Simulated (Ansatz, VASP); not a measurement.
**Two plane-wave programs on Ta2SiO3**

```
Ta Si O
1.0
     5.14786    0.00000    0.00000
    -2.57393    4.45818    0.00000
     0.00000    0.00000    3.80059
Ta Si O
2 1 3
Direct
  0.33333 0.66667 0.37060
  0.66667 0.33333 0.37060
  0.00000 0.00000 0.32637
  0.33333 0.66667 0.86343
  0.66667 0.33333 0.86343
  0.00000 0.00000 0.88548
```

Alike in both runs: functional PBE; k mesh 3 × 3 × 3; occupations gaussian, width 0.15 eV; no spin polarisation.

Ansatz relaxed the structure, and its values are those at the end. VASP's run is a single point on that final structure, the one shown.

```csv
,VASP,Ansatz
version,VASP 6.6.1,Ansatz 0.2.0
potentials or method,"VASP PAW PBE potentials, release 64 (Ta_pv, Si, O), cutoff 600 eV","scalar-relativistic, plane waves, PAW"
valence electrons in the cell,44,48
```

|  | VASP | Ansatz | Ansatz less VASP |
| --- | --- | --- | --- |
| gap on the k mesh at the Fermi level (eV) | none | none | - |
| pressure (GPa) | 0.2 | -0.1 | -0.27 |
| rms of the force components (eV/Å) | 0.054 | 0.022 | -0.0326 |

A gap of «none» marks a metal or a gap that the smearing closes. VASP's potentials hold 44 valence electrons a cell and Ansatz's 48, so a difference there can come from the potentials and not from the codes.

The k mesh is coarse, so the values compare programs but aren't converged. Neither program's run includes spin-orbit coupling.
